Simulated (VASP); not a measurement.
# LiS2 in VASP: single point with PBE+D3(BJ)

Aim: the single point of LiS2 with PBE+D3(BJ).

Program: VASP 6.6.1. These are calculated values, not measurements. Logs are shortened: lines on timing, memory, paths and dates and some standing lists are left out, and cuts for length are marked.

**1. The cell of the first run**

The cell holds a sheet with vacuum, 6 atoms: a = 3.001 Å, b = 3.001 Å, c = 22.000 Å, α = 90.00°, β = 90.00°, γ = 120.00°.

**2. Single point, PBE+D3(BJ)**

INCAR reads:

```
SYSTEM = LiS2
ALGO     = Normal         ! electronic algorithm
DIPOL    = 0.5 0.5 0.500
EDIFF    = 1E-7           ! SCF threshold, eV
ENCUT    = 520            ! plane-wave cutoff, eV
GGA      = PE             ! functional
IDIPOL   = 3            
ISIF     = 2              ! what is computed and relaxed
ISMEAR   = 0              ! smearing method
IVDW     = 12             ! dispersion correction
LASPH    = .TRUE.         ! aspherical terms in the spheres
LCHARG   = .FALSE.        ! write CHGCAR
LDIPOL   = .TRUE.       
LREAL    = .FALSE.        ! projectors in reciprocal space
LWAVE    = .FALSE.        ! write WAVECAR
NBANDS   = 24             ! bands
NELM     = 80             ! most SCF steps
PREC     = Accurate       ! precision mode
SIGMA    = 0.1            ! smearing width, eV
```

KPOINTS reads:

```
k-points
0
G
  6 6 1
  0 0 0
```

POSCAR reads:

```
LiS2
1.0
    3.0013559300      0.0000000000      0.0000000000
   -1.5006779700      2.5992504800      0.0000000000
    0.0000000000      0.0000000000     22.0000000000
Li S
2 4
Direct
    0.0000000000      0.0000000000      0.3808917600
    0.0000000000      0.0000000000      0.6191082400
    0.3333333300      0.6666666700      0.3292835100
    0.6666666700      0.3333333300      0.4325000000
    0.6666666700      0.3333333300      0.5675000000
    0.3333333300      0.6666666700      0.6707164900
```

Potentials or basis: VASP PAW PBE potentials, release 64 (Li_sv, S).

Command:

```bash
> cat potpaw_PBE.64/Li_sv/POTCAR potpaw_PBE.64/S/POTCAR > POTCAR
> mpirun -np 1 vasp_std > vasp.out
```

OUTCAR:

```text
SYSTEM = LiS2
   EDIFF = 1E-7
   ENCUT = 520
   GGA = PE
   ISIF = 2
   ISMEAR = 0
   IVDW = 12
   LASPH = .TRUE.
   LREAL = .FALSE.
   NELM = 80
   PREC = Accurate
 IVDW          = 12

 ion  position               nearest neighbor table
   1  0.000  0.000  0.381-   4 2.07   4 2.07   4 2.07   3 2.07   3 2.07   3 2.07
   2  0.000  0.000  0.619-   5 2.07   5 2.07   5 2.07   6 2.07   6 2.07   6 2.07
   3  0.333  0.667  0.329-   1 2.07   1 2.07   1 2.07
   4  0.667  0.333  0.432-   1 2.07   1 2.07   1 2.07
   5  0.667  0.333  0.568-   2 2.07   2 2.07   2 2.07
   6  0.333  0.667  0.671-   2 2.07   2 2.07   2 2.07

  LATTYP: Found a hexagonal cell.
 ALAT       =     3.0013559300
 C/A-ratio  =     7.3300203352

  Lattice vectors:

 A1 = (   3.0013559300,   0.0000000000,   0.0000000000)
 A2 = (  -1.5006779700,   2.5992504800,   0.0000000000)
 A3 = (   0.0000000000,   0.0000000000,  22.0000000000)

Analysis of symmetry for initial positions (statically):
=====================================================================
 Subroutine PRICEL returns:
 Original cell was already a primitive cell.

 Routine SETGRP: Setting up the symmetry group for a
 hexagonal supercell.

 Subroutine GETGRP returns: Found 12 space group operations
 (whereof 12 operations were pure point group operations)
 out of a pool of 24 trial point group operations.

The static configuration has the point symmetry D_3h.

Analysis of symmetry for dynamics (positions and initial velocities):
=====================================================================
 Subroutine PRICEL returns:
 Original cell was already a primitive cell.

 Routine SETGRP: Setting up the symmetry group for a
 hexagonal supercell.

 Subroutine GETGRP returns: Found 12 space group operations
 (whereof 12 operations were pure point group operations)
 out of a pool of 24 trial point group operations.

The dynamic configuration has the point symmetry D_3h.

 Subroutine INISYM returns: Found 12 space group operations
 (whereof 12 operations are pure point group operations),
 and found     1 'primitive' translations

----------------------------------------------------------------------------------------

                                     Primitive cell

  volume of cell :     171.6281

  direct lattice vectors                    reciprocal lattice vectors
     3.001355930  0.000000000  0.000000000     0.333182743  0.192363147  0.000000000
    -1.500677970  2.599250480  0.000000000     0.000000000  0.384726292  0.000000000
     0.000000000  0.000000000 22.000000000     0.000000000  0.000000000  0.045454545

  length of vectors
     3.001355930  3.001355931 22.000000000     0.384726293  0.384726292  0.045454545

  position of ions in fractional coordinates (direct lattice)
     0.000000000  0.000000000  0.380891760
     0.000000000  0.000000000  0.619108240
     0.333333330  0.666666670  0.329283510
     0.666666670  0.333333330  0.432500000
     0.666666670  0.333333330  0.567500000
     0.333333330  0.666666670  0.670716490

  ion indices of the primitive-cell ions
   primitive index   ion index
                 1           1
                 2           2
                 3           3
                 4           4
                 5           5
                 6           6

----------------------------------------------------------------------------------------

 KPOINTS: k-points

Automatic generation of k-mesh.
 Grid dimensions read from file:
 generate k-points for:    6    6    1

 Generating k-lattice:

  Cartesian coordinates                     Fractional coordinates (reciprocal lattice)
     0.055530457  0.032060524  0.000000000     0.166666667  0.000000000  0.000000000
     0.000000000  0.064121049  0.000000000     0.000000000  0.166666667  0.000000000
     0.000000000  0.000000000  0.045454545     0.000000000  0.000000000  1.000000000

  Length of vectors
     0.064121049  0.064121049  0.045454545

  Shift w.r.t. Gamma in fractional coordinates (k-lattice)
     0.000000000  0.000000000  0.000000000

 Subroutine IBZKPT returns following result:
 ===========================================

 Found      7 irreducible k-points:

 Following reciprocal coordinates:
            Coordinates               Weight
  0.000000  0.000000  0.000000      1.000000
  0.166667  0.000000  0.000000      6.000000
  0.333333  0.000000  0.000000      6.000000
  0.500000  0.000000  0.000000      3.000000
  0.166667  0.166667  0.000000      6.000000
  0.333333  0.166667  0.000000     12.000000
  0.333333  0.333333  0.000000      2.000000
   k-points           NKPTS =      7   k-points in BZ     NKDIM =      7   number of bands    NBANDS=     24
   number of dos      NEDOS =    301   number of ions     NIONS =      6
   total plane-waves  NPLWV =  96768
   dimension x,y,z NGX =    24 NGY =   24 NGZ =  168
   dimension x,y,z NGXF=    48 NGYF=   48 NGZF=  336
   ions per type =               2   4
   NGX,Y,Z   is equivalent  to a cutoff of  13.29, 13.29, 12.70 a.u.
   NGXF,Y,Z  is equivalent  to a cutoff of  26.59, 26.59, 25.39 a.u.
 SYSTEM =  LiS2
   PREC   = accura    normal or accurate (medium, high low for compatibility)
   ISTART =      0    job   : 0-new  1-cont  2-samecut
   ICHARG =      2    charge: 1-file 2-atom 10-const
   ISPIN  =      1    spin polarized calculation?
   LNONCOLLINEAR =      F non collinear calculations
   LSORBIT =      F    spin-orbit coupling
   LASPH  =      T    aspherical Exc in radial PAW
   ENCUT  =  520.0 eV  38.22 Ry    6.18 a.u.   5.58  5.58 40.91*2*pi/ulx,y,z
   NELM   =     80;   NELMIN=  2; NELMDL= -5     # of ELM steps
   EDIFF  = 0.1E-06   stopping-criterion for ELM
   LREAL  =      F    real-space projection
   EDIFFG = 0.1E-05   stopping-criterion for IOM
   NSW    =      0    number of steps for IOM
   IBRION =     -1    ionic relax: 0-MD 1-quasi-New 2-CG
   NFREE  =      0    steps in history (QN), initial steepest desc. (CG)
   ISIF   =      2    stress and relaxation
   ISYM   =      2    0-nonsym 1-usesym 2-fastsym
   POTIM  = 0.5000    time-step for ionic-motion
   TEBEG  =    0.0;   TEEND  =   0.0 temperature during run
   PSTRESS=    0.0 pullay stress
   NELECT =      30.0000    total number of electrons
   NUPDOWN=      -1.0000    fix difference up-down
   EMIN   =  10.00;   EMAX   =-10.00  energy-range for DOS
   EFERMI =   0.00;   METHOD = LEGACY
   ISMEAR =     0;   SIGMA  =   0.10  broadening in eV -4-tet -1-fermi 0-gaus
   EFERMI_NEDOS =   21; number of points for ismear=-14 and -15
   IALGO  =     38    algorithm
   IMIX   =      4    mixing-type and parameters
     AMIX     =   0.40;   BMIX     =  1.00
     AMIX_MAG =   1.60;   BMIX_MAG =  1.00
  volume/ion in A,a.u.               =      28.60       193.03
  Fermi-wavevector in a.u.,A,eV,Ry     =   0.915347  1.729755 11.399782  0.837860
  Thomas-Fermi vector in A             =   2.040078
   LORBIT       =      0    0 simple, 1 ext, 2 COOP (PROOUT), +10 PAW based schemes
   GGA     = PE    functional components
   LHFCALC =     F    Hartree Fock is set to
   AEXX    =    0.0000 exact exchange contribution
   IVDW    =    12    specifies the selected vdW correction
   LEPSILON=     F    determine dielectric tensor
   LRPA    =     F    only Hartree local field effects (RPA)
 non-spin polarized calculation
 Gauss-broadening in eV      SIGMA  =   0.10
  energy-cutoff  :      520.00
  volume of cell :      171.63
 maximum number of plane-waves:      4689
 NGX is ok and might be reduce to    24
   NGX = 11   NGY = 11   NGZ = 81

 number of electron      29.9999998 magnetization

 dipolmoment           0.000000      0.000000     -0.000000 electrons x Angstroem

 Free energy of the ion-electron system (eV)
  ---------------------------------------------------
  ext. energy  EPLUGINS =         0.00000000
  ---------------------------------------------------
  free energy    TOTEN  =       -15.68547934 eV

  energy without entropy =      -15.64396454  energy(sigma->0) =      -15.66472194

 E-fermi :  -0.6407     XC(G=0):  -5.4521

 val. band max:       -0.6528442377   @ k =   0.1667   0.0000   0.0000
 cond. band min:      -0.6117467030   @ k =   0.1667   0.1667   0.0000
 fundamental gap:      0.0410975347
 Fermi energy:        -0.6407008526

 k-point     1 :       0.0000    0.0000    0.0000
  band No.  band energies     occupation
      1     -44.8738      2.00000
      2     -44.8737      2.00000
      3     -15.4189      2.00000
      4     -15.1794      2.00000
      5     -13.7048      2.00000
      6     -13.3498      2.00000
[... 16 lines left out ...]
     23       7.3757      0.00000
     24       8.0501      0.00000

 k-point     2 :       0.1667    0.0000    0.0000
  band No.  band energies     occupation
      1     -44.8655      2.00000
      2     -44.8655      2.00000
      3     -15.0469      2.00000
      4     -14.8141      2.00000
      5     -13.3074      2.00000
      6     -12.9593      2.00000
[... 16 lines left out ...]
     23       7.7469      0.00000
     24       8.3398      0.00000

 k-point     3 :       0.3333    0.0000    0.0000
  band No.  band energies     occupation
      1     -44.8489      2.00000
      2     -44.8489      2.00000
      3     -14.0503      2.00000
      4     -13.8292      2.00000
      5     -12.3694      2.00000
      6     -12.0582      2.00000
[... 16 lines left out ...]
     23       7.5689      0.00000
     24       8.0765      0.00000

 k-point     4 :       0.5000    0.0000    0.0000
  band No.  band energies     occupation
      1     -44.8407      2.00000
      2     -44.8406      2.00000
      3     -13.2444      2.00000
      4     -13.0205      2.00000
      5     -11.9005      2.00000
      6     -11.6534      2.00000
[... 16 lines left out ...]
     23       7.5076      0.00000
     24       7.5571      0.00000

 k-point     5 :       0.1667    0.1667    0.0000
  band No.  band energies     occupation
      1     -44.8531      2.00000
      2     -44.8531      2.00000
      3     -14.3479      2.00000
      4     -14.1238      2.00000
      5     -12.6292      2.00000
      6     -12.3036      2.00000
[... 16 lines left out ...]
     23       8.6547      0.00000
     24       8.6629      0.00000

 k-point     6 :       0.3333    0.1667    0.0000
  band No.  band energies     occupation
      1     -44.8407      2.00000
      2     -44.8406      2.00000
      3     -13.2558      2.00000
      4     -13.0255      2.00000
      5     -11.9455      2.00000
      6     -11.7001      2.00000
[... 16 lines left out ...]
     23       8.4867      0.00000
     24       9.1886      0.00000

 k-point     7 :       0.3333    0.3333    0.0000
  band No.  band energies     occupation
      1     -44.8366      2.00000
      2     -44.8365      2.00000
      3     -12.5266      2.00000
      4     -12.0998      2.00000
      5     -12.0388      2.00000
      6     -12.0372      2.00000
[... 16 lines left out ...]
     23       8.9895      0.00000
     24       9.7715      0.00000

------------------------ aborting loop because EDIFF is reached ----------------------------------------

 vacuum level on the upper side and lower side of the slab       (xc-potential included)        -0.082        -0.082

 Edisp (eV)   -1.84041

 E8    (eV) :    -0.7145

  FORCE on cell =-STRESS in cart. coord.  units (eV):
  Direction    XX          YY          ZZ          XY          YZ          ZX
  --------------------------------------------------------------------------------------
  -------------------------------------------------------------------------------------
  Total      11.84682    11.84682     8.85544    -0.00000     0.00000     0.00000
  in kB     110.59205   110.59205    82.66706    -0.00000     0.00000     0.00000
  external pressure =      101.28 kB  Pullay stress =        0.00 kB

 VOLUME and BASIS-vectors are now :
 -----------------------------------------------------------------------------
  energy-cutoff  :      520.00
  volume of cell :      171.63
      direct lattice vectors                 reciprocal lattice vectors
     3.001355930  0.000000000  0.000000000     0.333182743  0.192363147  0.000000000
    -1.500677970  2.599250480  0.000000000     0.000000000  0.384726292  0.000000000
     0.000000000  0.000000000 22.000000000     0.000000000  0.000000000  0.045454545

 POSITION                                       TOTAL-FORCE (eV/Angst)
 -----------------------------------------------------------------------------------
      0.00000      0.00000      8.37962        -0.000000      0.000000      0.232481
      0.00000      0.00000     13.62038        -0.000000      0.000000     -0.232481
     -0.00000      1.73283      7.24424         0.000000     -0.000000     -2.825308
      1.50068      0.86642      9.51500        -0.000000      0.000000      3.723915
      1.50068      0.86642     12.48500        -0.000000      0.000000     -3.723915
     -0.00000      1.73283     14.75576         0.000000      0.000000      2.825308
 -----------------------------------------------------------------------------------
    total drift:                                0.000000     -0.000000      0.000000

  FREE ENERGIE OF THE ION-ELECTRON SYSTEM (eV)
  ---------------------------------------------------
  free  energy   TOTEN  =       -17.5258903245 eV

  energy  without entropy=      -17.4843755227  energy(sigma->0) =      -17.50513292

 vacuum level on the upper side and lower side of the slab         5.487         5.487
```

Wall time 41 s (1 thread of Intel Xeon 6975P-C (Granite Rapids), shared host); peak memory 0.29 GiB.

Results:

```yaml
Free_energy: -17.5259 eV
Largest_force: 3.724 eV/Å
Band_gap_on_the_k_mesh: zero (band 15 reaches 0.99 eV, above the bottom of band 16 at -1.03 eV)
Dispersion_energy_per_atom: -0.307 eV
```

Forces on the atoms (eV/Å):
```
Li   0.000  0.000  0.232
Li   0.000  0.000 -0.232
S    0.000  0.000 -2.825
S    0.000  0.000  3.724
S    0.000  0.000 -3.724
S    0.000  0.000  2.825
```

Caveat: the k points lie up to 0.40 Å⁻¹ apart; the cutoff is under 1.25 times the usual one of these potentials, so pressure, stress and relaxed cells hold a basis-set (Pulay) error.
